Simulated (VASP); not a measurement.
Here is a VASP 6.6.1 calculation.

Contents of INCAR:

```
SYSTEM = TePbS4
ALGO = Normal
EDIFF = 1E-6
ENCUT = 500
GGA = PE
GGA_COMPAT = .False.
ISIF = 2
ISMEAR = 0
LASPH = .True.
LCHARG = .False.
LREAL = .False.
LWAVE = .False.
NBANDS = 31
NELM = 120
PREC = Accurate
SIGMA = 0.15
```

Contents of KPOINTS:

```
k-points
0
Gamma
  3 3 2
  0 0 0
```

The input POSCAR:

```
TePbS4
1.0
    2.7984007086     -5.2108536677      0.0000000000
    2.7984007086      5.2108536677      0.0000000000
    0.0000000000      0.0000000000      5.7723971623
Te Pb S
1 1 4
Direct
    0.5000000000      0.5000000000      0.5000000000
    0.0000000000      0.0000000000      0.0000000000
    0.6004471743      0.3995528257      0.0000000000
    0.1013087904      0.8986912096      0.5000000000
    0.8986912096      0.1013087904      0.5000000000
    0.3995528257      0.6004471743      0.0000000000
```

Potentials or basis: VASP PAW PBE potentials, release 64 (Te, Pb_d, S).

Run with:

```sh
$ cat potpaw_PBE.64/Te/POTCAR potpaw_PBE.64/Pb_d/POTCAR potpaw_PBE.64/S/POTCAR > POTCAR
$ mpirun -np 1 vasp_std > vasp.out
```

**Question.** Estimate the largest force.

**Answer.** 0.183 eV/Å.

**Question.** Predict the pressure.

**Answer.** -0.3 GPa.

**Question.** Estimate the band gap on the k mesh.

**Answer.** Zero (band 22 reaches 4.13 eV, above the bottom of band 23 at 3.85 eV).

Stress tensor (GPa, compression positive):
```
-0.35  0.00  0.00
 0.00 -0.48  0.00
 0.00  0.00 -0.07
```

Caveat: the k points lie up to 0.54 Å⁻¹ apart; spin-orbit coupling is left out, which moves the levels of the heavy elements.
